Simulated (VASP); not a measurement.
Input of a VASP 6.6.1 run:

File INCAR:

```
ALGO = Normal
EDIFF = 1E-6
EDIFFG = -0.005
ENCUT = 600
GGA = CA
IBRION = 2
ISIF = 3
ISMEAR = -1
LASPH = True
LCHARG = False
LREAL = False
LWAVE = False
NELM = 60
NSW = 60
PREC = Accurate
PSTRESS = 150.0
SIGMA = 0.1
```

The input KPOINTS:

```
k-points
0
Gamma
  12 12 12
```

File POSCAR:

```
Zr
1.0
    0.0000000000      2.8412738952      2.8412738952
    2.8412738952      0.0000000000      2.8412738952
    2.8412738952      2.8412738952      0.0000000000
Zr
2
Direct
   -0.1250000000     -0.1250000000     -0.1250000000
    0.1250000000      0.1250000000      0.1250000000
```

Potentials or basis: VASP PAW LDA potentials, release 64 (Zr_sv).

Command:

```console
$ cat potpaw_LDA.64/Zr_sv/POTCAR > POTCAR
$ mpirun -np 1 vasp_std > vasp.out
```

(1) What does it give for the relaxed volume?

(2) Predict the relaxed cell.

(3) Predict the space group after relaxing (to 0.05 Å).

Results:

(1) 22.04 Å³/atom.

(2) a = 3.965 Å, b = 3.965 Å, c = 3.965 Å, α = 60.00°, β = 60.00°, γ = 60.00°.

(3) Fd-3m (No. 227).

Caveat: the cell is relaxed towards a set pressure, so the enthalpy falls and the energy may rise.
